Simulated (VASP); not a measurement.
Input of a VASP 6.6.1 run:

File INCAR:

```
SYSTEM = MgS
PREC = Accurate
ENCUT = 600
EDIFF = 1E-6
ISMEAR = 0
SIGMA = 0.01
LREAL = .FALSE.
LASPH = .TRUE.
NELM = 120
ALGO = Normal
ISIF = 2
LWAVE = .FALSE.
LCHARG = .FALSE.
GGA = PE
NBANDS = 11
GGA_COMPAT = .FALSE.
```

KPOINTS

```
regular mesh
0
G
  4 4 4
  0 0 0
```

File POSCAR:

```
MgS
1.0
    0.0000000000      2.7331795371      2.7331795371
    2.7331795371      0.0000000000      2.7331795371
    2.7331795371      2.7331795371      0.0000000000
Mg S
1 1
Direct
    0.0000000000      0.0000000000      0.0000000000
    0.7500000000      0.7500000000      0.7500000000
```

Potentials or basis: VASP PAW PBE potentials, release 64 (Mg, S).

Command:

```bash
$ cat potpaw_PBE.64/Mg/POTCAR potpaw_PBE.64/S/POTCAR > POTCAR
$ mpirun -np 1 vasp_std > vasp.out
```

Problem. Predict the pressure.

Solution. 8.8 GPa.

Problem. Estimate the band gap on the k mesh.

Solution. 3.77 eV, indirect (least direct gap 4.00 eV).

Caveat: the k points lie up to 0.50 Å⁻¹ apart. A k mesh can miss the band edges.
